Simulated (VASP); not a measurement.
# SiB5 (P6mm) in VASP: single point with PBE

Aim: the single point of SiB5 with PBE.

Everything below comes from runs of VASP 6.6.1. Logs are shortened: lines on timing, memory, paths and dates and some standing lists are left out, and cuts for length are marked.

## 1. The cell of the first run

It takes space group P6mm (No. 183, hexagonal). The conventional cell has a = 3.196 Å, b = 3.196 Å, c = 5.496 Å, α = 90.00°, β = 90.00°, γ = 120.00°. Within 2.6 Å of Si (site symmetry 6mm) lie 7 B at 1.98 to 2.12 Å. B (site symmetry 3m) has 7 B at 1.79 to 1.97 Å within 2.4 Å. Within 2.4 Å of B (site symmetry 3m) lie 4 B at 1.79 to 1.84 Å and 3 Si at 2.12 Å. Within 2.6 Å of B (site symmetry 6mm) lie 6 B at 1.97 Å and 1 Si at 1.98 Å.

The cell was generated, and may not be a known phase.

## 2. Single point, PBE

INCAR

```
  PREC = Accurate
  ENCUT = 500
  EDIFF = 1E-6
  ISMEAR = 0
  SIGMA = 0.2
  LREAL = F
  LASPH = T
  NELM = 120
  ALGO = Normal
  ISIF = 2
  LWAVE = F
  LCHARG = F
  GGA = PE
  NBANDS = 18
  GGA_COMPAT = F
```

KPOINTS

```
regular mesh
0
Gamma
  5 5 3
```

POSCAR

```
SiB5
1.0
    3.1955697954     -0.0000000025      0.0000000000
   -1.5977848956      2.7674446236      0.0000000000
    0.0000000000      0.0000000000      5.4957630517
Si B
1 5
Direct
    0.0000000000      0.0000000000      0.0719824417
    0.3333333333      0.6666666667      0.5569386624
    0.6666666667      0.3333333333      0.5569386624
    0.3333333333      0.6666666667      0.8827259449
    0.6666666667      0.3333333333      0.8827259449
    0.0000000000      0.0000000000      0.4318293736
```

Potentials or basis: VASP PAW PBE potentials, release 64 (Si, B).

Launch:

```sh
> cat potpaw_PBE.64/Si/POTCAR potpaw_PBE.64/B/POTCAR > POTCAR
> mpirun -np 1 vasp_std > vasp.out
```

OUTCAR:

```text
PREC = Accurate
   ENCUT = 500
   EDIFF = 1E-6
   ISMEAR = 0
   LREAL = F
   LASPH = T
   NELM = 120
   ISIF = 2
   GGA = PE

 ion  position               nearest neighbor table
   1  0.000  0.000  0.072-   6 1.98   5 2.12   4 2.12   5 2.12   4 2.12   5 2.12   4 2.12
   2  0.333  0.667  0.557-   4 1.79   3 1.84   3 1.84   3 1.84   6 1.97   6 1.97   6 1.97
   3  0.667  0.333  0.557-   5 1.79   2 1.84   2 1.84   2 1.84   6 1.97   6 1.97   6 1.97
   4  0.333  0.667  0.883-   2 1.79   5 1.84   5 1.84   5 1.84   1 2.12   1 2.12   1 2.12
   5  0.667  0.333  0.883-   3 1.79   4 1.84   4 1.84   4 1.84   1 2.12   1 2.12   1 2.12
   6  0.000  0.000  0.432-   2 1.97   3 1.97   3 1.97   2 1.97   3 1.97   2 1.97   1 1.98

  LATTYP: Found a hexagonal cell.
 ALAT       =     3.1955697954
 C/A-ratio  =     1.7198069213

  Lattice vectors:

 A1 = (   3.1955697954,  -0.0000000025,   0.0000000000)
 A2 = (  -1.5977848956,   2.7674446236,   0.0000000000)
 A3 = (   0.0000000000,   0.0000000000,   5.4957630517)

Analysis of symmetry for initial positions (statically):
=====================================================================
 Subroutine PRICEL returns:
 Original cell was already a primitive cell.

 Routine SETGRP: Setting up the symmetry group for a
 hexagonal supercell.

 Subroutine GETGRP returns: Found 12 space group operations
 (whereof 12 operations were pure point group operations)
 out of a pool of 24 trial point group operations.

The static configuration has the point symmetry C_6v.

Analysis of symmetry for dynamics (positions and initial velocities):
=====================================================================
 Subroutine PRICEL returns:
 Original cell was already a primitive cell.

 Routine SETGRP: Setting up the symmetry group for a
 hexagonal supercell.

 Subroutine GETGRP returns: Found 12 space group operations
 (whereof 12 operations were pure point group operations)
 out of a pool of 24 trial point group operations.

The dynamic configuration has the point symmetry C_6v.

 Subroutine INISYM returns: Found 12 space group operations
 (whereof 12 operations are pure point group operations),
 and found     1 'primitive' translations

----------------------------------------------------------------------------------------

                                     Primitive cell

  volume of cell :      48.6021

  direct lattice vectors                    reciprocal lattice vectors
     3.195569795 -0.000000003  0.000000000     0.312933237  0.180672088  0.000000000
    -1.597784896  2.767444624  0.000000000     0.000000000  0.361344177  0.000000000
     0.000000000  0.000000000  5.495763052     0.000000000  0.000000000  0.181958354

  length of vectors
     3.195569795  3.195569795  5.495763052     0.361344177  0.361344177  0.181958354

  position of ions in fractional coordinates (direct lattice)
     0.000000000  0.000000000  0.071982442
     0.333333333  0.666666667  0.556938662
     0.666666667  0.333333333  0.556938662
     0.333333333  0.666666667  0.882725945
     0.666666667  0.333333333  0.882725945
     0.000000000  0.000000000  0.431829374

  ion indices of the primitive-cell ions
   primitive index   ion index
                 1           1
                 2           2
                 3           3
                 4           4
                 5           5
                 6           6

----------------------------------------------------------------------------------------

 KPOINTS: regular mesh

Automatic generation of k-mesh.
 Grid dimensions read from file:
 generate k-points for:    5    5    3

 Generating k-lattice:

  Cartesian coordinates                     Fractional coordinates (reciprocal lattice)
     0.062586647  0.036134418  0.000000000     0.200000000  0.000000000  0.000000000
     0.000000000  0.072268835  0.000000000     0.000000000  0.200000000  0.000000000
     0.000000000  0.000000000  0.060652785     0.000000000  0.000000000  0.333333333

  Length of vectors
     0.072268835  0.072268835  0.060652785

  Shift w.r.t. Gamma in fractional coordinates (k-lattice)
     0.000000000  0.000000000  0.000000000

 Subroutine IBZKPT returns following result:
 ===========================================

 Found     10 irreducible k-points:

 Following reciprocal coordinates:
            Coordinates               Weight
  0.000000  0.000000  0.000000      1.000000
  0.200000  0.000000  0.000000      6.000000
  0.400000 -0.000000  0.000000      6.000000
  0.200000  0.200000  0.000000      6.000000
  0.400000  0.200000  0.000000      6.000000
  0.000000  0.000000  0.333333      2.000000
  0.200000  0.000000  0.333333     12.000000
  0.400000 -0.000000  0.333333     12.000000
  0.200000  0.200000  0.333333     12.000000
  0.400000  0.200000  0.333333     12.000000
   k-points           NKPTS =     10   k-points in BZ     NKDIM =     10   number of bands    NBANDS=     18
   number of dos      NEDOS =    301   number of ions     NIONS =      6
   total plane-waves  NPLWV =  23040
   dimension x,y,z NGX =    24 NGY =   24 NGZ =   40
   dimension x,y,z NGXF=    48 NGYF=   48 NGZF=   80
   ions per type =               1   5
   NGX,Y,Z   is equivalent  to a cutoff of  12.49, 12.49, 12.10 a.u.
   NGXF,Y,Z  is equivalent  to a cutoff of  24.97, 24.97, 24.20 a.u.
 SYSTEM =  unknown system
   PREC   = accura    normal or accurate (medium, high low for compatibility)
   ISTART =      0    job   : 0-new  1-cont  2-samecut
   ICHARG =      2    charge: 1-file 2-atom 10-const
   ISPIN  =      1    spin polarized calculation?
   LNONCOLLINEAR =      F non collinear calculations
   LSORBIT =      F    spin-orbit coupling
   LASPH  =      T    aspherical Exc in radial PAW
   ENCUT  =  500.0 eV  36.75 Ry    6.06 a.u.   5.83  5.83 10.02*2*pi/ulx,y,z
   NELM   =    120;   NELMIN=  2; NELMDL= -5     # of ELM steps
   EDIFF  = 0.1E-05   stopping-criterion for ELM
   LREAL  =      F    real-space projection
   EDIFFG = 0.1E-04   stopping-criterion for IOM
   NSW    =      0    number of steps for IOM
   IBRION =     -1    ionic relax: 0-MD 1-quasi-New 2-CG
   NFREE  =      0    steps in history (QN), initial steepest desc. (CG)
   ISIF   =      2    stress and relaxation
   ISYM   =      2    0-nonsym 1-usesym 2-fastsym
   POTIM  = 0.5000    time-step for ionic-motion
   TEBEG  =    0.0;   TEEND  =   0.0 temperature during run
   PSTRESS=    0.0 pullay stress
   NELECT =      19.0000    total number of electrons
   NUPDOWN=      -1.0000    fix difference up-down
   EMIN   =  10.00;   EMAX   =-10.00  energy-range for DOS
   EFERMI =   0.00;   METHOD = LEGACY
   ISMEAR =     0;   SIGMA  =   0.20  broadening in eV -4-tet -1-fermi 0-gaus
   EFERMI_NEDOS =   21; number of points for ismear=-14 and -15
   IALGO  =     38    algorithm
   IMIX   =      4    mixing-type and parameters
     AMIX     =   0.40;   BMIX     =  1.00
     AMIX_MAG =   1.60;   BMIX_MAG =  1.00
  volume/ion in A,a.u.               =       8.10        54.66
  Fermi-wavevector in a.u.,A,eV,Ry     =   1.197037  2.262072 19.495759  1.432898
  Thomas-Fermi vector in A             =   2.332962
   LORBIT       =      0    0 simple, 1 ext, 2 COOP (PROOUT), +10 PAW based schemes
   GGA     = PE    functional components
   LHFCALC =     F    Hartree Fock is set to
   AEXX    =    0.0000 exact exchange contribution
   IVDW    =     0    specifies the selected vdW correction
   LEPSILON=     F    determine dielectric tensor
   LRPA    =     F    only Hartree local field effects (RPA)
 non-spin polarized calculation
 Gauss-broadening in eV      SIGMA  =   0.20
  energy-cutoff  :      500.00
  volume of cell :       48.60
 maximum number of plane-waves:      1275
 NGX is ok and might be reduce to    24
   NGX = 11   NGY = 11   NGZ = 21

 number of electron      18.9999999 magnetization

 Free energy of the ion-electron system (eV)
  ---------------------------------------------------
  ext. energy  EPLUGINS =         0.00000000
  ---------------------------------------------------
  free energy    TOTEN  =       -35.58448484 eV

  energy without entropy =      -35.55307429  energy(sigma->0) =      -35.56877957

 E-fermi :   9.2860     XC(G=0): -11.7260

 val. band max:        9.1682430074   @ k =   0.2000   0.0000   0.3333
 cond. band min:       9.3860624109   @ k =   0.4000  -0.0000   0.3333
 fundamental gap:      0.2178194035
 Fermi energy:         9.2859984080

 k-point     1 :       0.0000    0.0000    0.0000
  band No.  band energies     occupation
      1      -8.0799      2.00000
      2      -4.8065      2.00000
      3      -2.1804      2.00000
      4       4.9963      2.00000
      5       4.9963      2.00000
      6       6.3628      2.00000
[... 10 lines left out ...]
     17      14.9954      0.00000
     18      15.9400      0.00000

 k-point     2 :       0.2000    0.0000    0.0000
  band No.  band energies     occupation
      1      -7.4446      2.00000
      2      -4.1994      2.00000
      3      -1.5363      2.00000
      4       1.6409      2.00000
      5       3.1613      2.00000
      6       4.3601      2.00000
[... 10 lines left out ...]
     17      14.8900      0.00000
     18      15.7459      0.00000

 k-point     3 :       0.4000   -0.0000    0.0000
  band No.  band energies     occupation
      1      -5.5586      2.00000
      2      -2.5309      2.00000
      3      -2.3768      2.00000
      4       0.4916      2.00000
      5       0.5466      2.00000
      6       1.8083      2.00000
[... 10 lines left out ...]
     17      17.2338      0.00000
     18      17.5650      0.00000

 k-point     4 :       0.2000    0.2000    0.0000
  band No.  band energies     occupation
      1      -6.1843      2.00000
      2      -2.9966      2.00000
      3      -0.6138      2.00000
      4      -0.3289      2.00000
      5       0.5251      2.00000
      6       2.6331      2.00000
[... 10 lines left out ...]
     17      16.7586      0.00000
     18      17.7829      0.00000

 k-point     5 :       0.4000    0.2000    0.0000
  band No.  band energies     occupation
      1      -3.7638      2.00000
      2      -3.6705      2.00000
      3      -0.8408      2.00000
      4      -0.6835      2.00000
      5      -0.6007      2.00000
      6       2.0567      2.00000
[... 10 lines left out ...]
     17      16.3167      0.00000
     18      17.3488      0.00000

 k-point     6 :       0.0000    0.0000    0.3333
  band No.  band energies     occupation
      1      -7.7781      2.00000
      2      -5.9044      2.00000
      3      -0.2280      2.00000
      4       3.7366      2.00000
      5       5.0680      2.00000
      6       5.0680      2.00000
[... 10 lines left out ...]
     17      15.0172      0.00000
     18      16.6823      0.00000

 k-point     7 :       0.2000    0.0000    0.3333
  band No.  band energies     occupation
      1      -7.1479      2.00000
      2      -5.2698      2.00000
      3       0.3561      2.00000
      4       1.8422      2.00000
      5       3.3218      2.00000
      6       3.6571      2.00000
[... 10 lines left out ...]
     17      15.6127      0.00000
     18      16.0599      0.00000

 k-point     8 :       0.4000   -0.0000    0.3333
  band No.  band energies     occupation
      1      -5.2795      2.00000
      2      -3.4018      2.00000
      3      -2.2141      2.00000
      4      -0.2907      2.00000
      5       1.9794      2.00000
      6       2.2270      2.00000
[... 10 lines left out ...]
     17      17.4824      0.00000
     18      17.8813      0.00000

 k-point     9 :       0.2000    0.2000    0.3333
  band No.  band energies     occupation
      1      -5.8988      2.00000
      2      -4.0138      2.00000
      3      -0.1629      2.00000
      4       0.1989      2.00000
      5       1.6826      2.00000
      6       2.0315      2.00000
[... 10 lines left out ...]
     17      16.8973      0.00000
     18      17.2007      0.00000

 k-point    10 :       0.4000    0.2000    0.3333
  band No.  band energies     occupation
      1      -3.5666      2.00000
      2      -3.3459      2.00000
      3      -1.7328      2.00000
      4      -1.3329      2.00000
      5      -0.5164      2.00000
      6       1.3697      2.00000
[... 10 lines left out ...]
     17      17.1260      0.00000
     18      17.4439      0.00000

------------------------ aborting loop because EDIFF is reached ----------------------------------------

  FORCE on cell =-STRESS in cart. coord.  units (eV):
  Direction    XX          YY          ZZ          XY          YZ          ZX
  --------------------------------------------------------------------------------------
  -------------------------------------------------------------------------------------
  Total        0.0706705      0.0706705      0.0750076     -0.0000000     -0.0000000     -0.0000000
  in kB        2.3296640      2.3296640      2.4726369     -0.0000000     -0.0000000     -0.0000000
  external PRESSURE =       2.3773216 kB  Pullay stress =       0.0000000 kB

 VOLUME and BASIS-vectors are now :
 -----------------------------------------------------------------------------
  energy-cutoff  :      500.00
  volume of cell :       48.60
      direct lattice vectors                 reciprocal lattice vectors
     3.195569795 -0.000000003  0.000000000     0.312933237  0.180672088  0.000000000
    -1.597784896  2.767444624  0.000000000     0.000000000  0.361344177  0.000000000
     0.000000000  0.000000000  5.495763052     0.000000000  0.000000000  0.181958354

 POSITION                                       TOTAL-FORCE (eV/Angst)
 -----------------------------------------------------------------------------------
      0.00000      0.00000      0.39560        -0.000000     -0.000000      0.023667
      0.00000      1.84496      3.06080         0.000000     -0.000000     -0.047895
      1.59778      0.92248      3.06080        -0.000000      0.000000     -0.047895
      0.00000      1.84496      4.85125        -0.000000     -0.000000      0.024462
      1.59778      0.92248      4.85125         0.000000      0.000000      0.024462
      0.00000      0.00000      2.37323         0.000000      0.000000      0.023200
 -----------------------------------------------------------------------------------
    total drift:                               -0.000000     -0.000000      0.000610

  FREE ENERGIE OF THE ION-ELECTRON SYSTEM (eV)
  ---------------------------------------------------
  free  energy   TOTEN  =       -35.5844848424 eV

  energy  without entropy=      -35.5530742903  energy(sigma->0) =      -35.56877957
```

Run time: 5.9 s. Hardware: 1 thread of Intel Xeon Platinum 8375C at 2.90GHz (Ice Lake), shared host; peak memory 0.15 GiB.

Results:

```
Free energy            : -35.5845 eV
Pressure               : 0.2 GPa
Largest force          : 0.048 eV/Å
Band gap on the k mesh : zero (an odd number of electrons rules out a gap without spin polarisation)
```

Forces on the atoms (eV/Å):
```
Si   0.000  0.000  0.024
B    0.000  0.000 -0.048
B    0.000  0.000 -0.048
B    0.000  0.000  0.024
B    0.000  0.000  0.024
B    0.000  0.000  0.023
```

Caveat: the k points lie up to 0.45 Å⁻¹ apart, too coarse for converged energies and pressures of a metal.

The gap in the log of VASP goes by the Fermi energy; the results here count the filled bands.